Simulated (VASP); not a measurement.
# Si (a cell with a defect): single point with PBE

The system is Si (a cell with a defect).

```
CELL_PARAMETERS angstrom
0.00000 5.43000 5.43000
5.43000 0.00000 5.43000
5.43000 5.43000 0.00000
ATOMIC_POSITIONS crystal
Si 0.00245 0.99739 0.00270
Si 0.12510 0.12665 0.12317
Si 0.00351 0.99717 0.49581
Si 0.13072 0.12345 0.62228
Si 0.00045 0.50033 0.99880
Si 0.12509 0.62498 0.12320
Si 0.00343 0.50345 0.49584
Si 0.12499 0.62483 0.62522
Si 0.49749 0.99739 0.00269
Si 0.62222 0.12217 0.13339
Si 0.49925 0.99946 0.50199
Si 0.62354 0.12342 0.62227
Si 0.49748 0.50242 0.00265
Si 0.62676 0.62498 0.12320
Si 0.49732 0.50342 0.49585
Si 0.62344 0.63092 0.62222
Si 0.74942 0.24961 0.75150
```

* Program: VASP 6.6.1
* Task: single point
* Functional: PBE
* Potentials or basis: VASP PAW PBE potentials, release 64 (Si)
* Cutoff: 520 eV
* k mesh: 2 × 2 × 2
* Occupations: gaussian, width 0.05 eV
* Spin: no spin polarisation

```yaml
Pressure: 5.3 GPa
Largest_force: 0.031 eV/Å
Band_gap_on_the_k_mesh: zero (bands 34 and 35 overlap by 0.26 eV)
```

Forces in eV/Å, atoms in the order of the input:
```
Si  -0.014  0.003  0.013
Si   0.020  0.008 -0.008
Si   0.010 -0.009  0.009
Si  -0.002  0.014  0.004
Si   0.002  0.002 -0.002
Si   0.008  0.007 -0.019
Si  -0.010 -0.008 -0.009
Si   0.002  0.000  0.000
Si  -0.014 -0.012 -0.003
Si  -0.018 -0.018  0.018
Si  -0.003 -0.002  0.002
Si  -0.002 -0.003 -0.014
Si   0.004 -0.012  0.012
Si   0.008  0.019 -0.007
Si  -0.010  0.009  0.008
Si   0.013 -0.002  0.002
Si   0.005  0.005 -0.005
```

Levels at points of the mesh, in eV from the Fermi level:
```csv
k point,band 30,band 31,band 32,band 33,band 34,band 35,band 36,band 37,band 38,band 39
"(0.00, 0.00, 0.00)",-1.75,-0.82,-0.82,-0.82,-0.25,-0.25,-0.22,0.09,0.09,0.41
"(0.50, 0.00, 0.00)",-1.58,-1.56,-1.43,-1.43,-0.34,0.53,0.54,0.90,0.90,1.29
"(0.00, 0.50, 0.00)",-1.58,-1.56,-1.43,-1.43,-0.34,0.53,0.55,0.90,0.90,1.29
"(0.00, 0.00, 0.50)",-1.58,-1.58,-1.43,-1.43,-0.34,0.54,0.54,0.89,0.89,1.29
"(0.50, 0.50, 0.50)",-1.58,-1.56,-1.43,-1.43,-0.34,0.53,0.54,0.90,0.90,1.29
"(0.50, 0.50, 0.00)",-2.02,-2.02,-1.89,-0.99,0.02,0.71,1.02,1.03,1.15,1.90
"(0.00, 0.50, 0.50)",-2.02,-2.02,-1.89,-0.99,0.02,0.71,1.02,1.03,1.15,1.90
"(0.50, 0.00, 0.50)",-2.02,-2.02,-1.89,-0.99,0.02,0.71,1.02,1.03,1.15,1.90
```

It took 6.7 min on 1 thread of AMD EPYC 7R13, on a shared host, peak memory 0.44 GiB.

Caveat: the k points lie up to 0.50 Å⁻¹ apart.
